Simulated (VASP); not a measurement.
Ge, 2 atoms in the cell. Symmetry: Fd-3m, No. 227, cubic system. The conventional cell has a = 5.675 Å, b = 5.675 Å, c = 5.675 Å, α = 90.00°, β = 90.00°, γ = 90.00°. Ge (site symmetry -43m) has 4 Ge at 2.46 Å within 3.2 Å. 

```yaml
Program: VASP 6.6.1
Task: single point
Functional: PBE
Dispersion: D3(BJ)
Potentials_or_basis: VASP PAW PBE potentials, release 64 (Ge_d)
Cutoff: 500 eV
k_mesh: 6 × 6 × 6
Occupations: gaussian, width 0.1 eV
Spin: no spin polarisation
Dipole_correction: no
Further_INCAR_settings: ALGO = Normal; EDIFF = 1e-06; NBANDS = 21
```

Potentials or basis: VASP PAW PBE potentials, release 64 (Ge_d).

Run with:

```sh
$ cat potpaw_PBE.64/Ge_d/POTCAR > POTCAR
$ mpirun -np 1 vasp_std > vasp.out
```

Hardware: 1 thread of Intel Xeon 8259CL (shared host).

Estimate the wall time of this run.

Run time: 31 s on 1 thread of Intel Xeon 8259CL, with other jobs on the host, peak memory 0.16 GiB. Counts: scf iterations 12, k points 16.
